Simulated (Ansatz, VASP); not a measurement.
TaN in VASP and in Ansatz

```
CELL_PARAMETERS angstrom
0.00000 2.17427 2.17427
2.17427 0.00000 2.17427
2.17427 2.17427 0.00000
ATOMIC_POSITIONS crystal
Ta 0.49564 0.50436 0.50436
N 0.05634 0.94366 0.94366
```

Change from the starting cell: mode 4 frozen in at -0.245 Å and mode 6 at +0.000 Å (largest displacements).

Alike in both runs: task single point; functional LDA; k mesh 18 × 18 × 18; occupations gaussian, width 0.15 eV; no spin polarisation.

```csv
,VASP,Ansatz
version,VASP 6.6.1,Ansatz 0.2.0
potentials or method,"VASP PAW LDA potentials, release 64 (Ta_pv, N), cutoff 520 eV","scalar-relativistic, plane waves, PAW"
valence electrons in the cell,16,18
```

Ansatz gave:

* gap on the k mesh at the Fermi level (eV): none
* pressure (GPa): 13.4
* traceless stress, the component that is largest in VASP (GPa): 25.82
* rms of the force components (eV/Å): 1.969

Question: What did VASP give for the same quantities?

Answer: gap on the k mesh at the Fermi level (eV): none; pressure (GPa): 15.7; traceless stress, the component that is largest in VASP (GPa): 26.41; rms of the force components (eV/Å): 2.020.

LDA's correlation is that of Perdew and Zunger in VASP and of Perdew and Wang (1992) in Ansatz. Atom by atom the forces differ by 0.051 eV/Å (rms over components). A gap of «none» marks a metal or a gap that the smearing closes. VASP's potentials hold 16 valence electrons a cell and Ansatz's 18, so a difference there can come from the potentials and not from the codes.

Neither program's run includes spin-orbit coupling.
